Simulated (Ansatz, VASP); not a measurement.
**Two plane-wave programs on MgS**

File INCAR:

```
SYSTEM = MgS
ALGO = Normal
EDIFF = 1E-6
EDIFFG = -0.04
ENCUT = 600
GGA = PE
IBRION = 2
ISIF = 3
ISMEAR = 0
LASPH = .TRUE.
LCHARG = .FALSE.
LREAL = .FALSE.
LWAVE = .FALSE.
NELM = 60
NSW = 90
PREC = Accurate
SIGMA = 0.1
```

File KPOINTS:

```
k-points
0
G
  6 6 4
  0 0 0
```

The input POSCAR:

```
MgS
1.0
    3.1306318400      0.0000000000      0.0000000000
   -1.5653159200      2.7112067000      0.0000000000
    0.0000000000      0.0000000000      4.5648429200
Mg S
1 1
Direct
    0.0000000000      0.0000000000      0.0000000000
    0.0000000000      0.0000000000      0.5000000000
```

Input for Ansatz:

```yaml
crystal:
  lattice:
    - [3.13063184, 0.0, 0.0]
    - [-1.56531592, 2.7112067, 0.0]
    - [0.0, 0.0, 4.56484292]
  atoms:
    - { symbol: Mg, position: [0.0, 0.0, 0.0] }
    - { symbol: S, position: [0.0, 0.0, 0.5] }
basis:
  ecutwfc: 420
kpoints:
  mp_grid: { grid: [6, 6, 4] }
hamiltonian:
  xc: pbe
scf:
  occupations: { method: gaussian, width: 0.1 }
  lower_state_search: "off"
output:
  forces: true
  stress: true
  eigenvalues: true
relax:
  adjacent_minimum: "off"
  f_tol: 0.04
  max_steps: 70
  cell: { stress_tol: 0.4 }
```

Alike in both runs: task relaxation of cell and atoms; functional PBE; k mesh 6 × 6 × 4; occupations gaussian, width 0.1 eV; no spin polarisation.

```csv
,VASP,Ansatz
version,VASP 6.6.1,Ansatz 0.2.0
potentials or method,"VASP PAW PBE potentials, release 64 (Mg, S), cutoff 600 eV","scalar-relativistic, plane waves, PAW"
valence electrons in the cell,8,16
```

Ansatz gave:

| Property | Result |
| --- | --- |
| gap on the k mesh at the Fermi level, each at its own relaxed structure (eV) | 1.96 |
| relaxed volume (Å³/atom) | 57.42 |
| relaxed cell length with the largest relative difference (Å) | 5.460 |

Problem. Which values does VASP return?

Solution. gap on the k mesh at the Fermi level, each at its own relaxed structure (eV): 1.62; relaxed volume (Å³/atom): 49.35; relaxed cell length with the largest relative difference (Å): 5.065.

One of these differences is far larger than is usual between the two programs; its cause wasn't traced. VASP's potentials hold 8 valence electrons a cell and Ansatz's 16, so a difference there can come from the potentials and not from the codes.

Noted on VASP's run: the volume moved by over 15 % at a fixed basis, so the end points are rough.
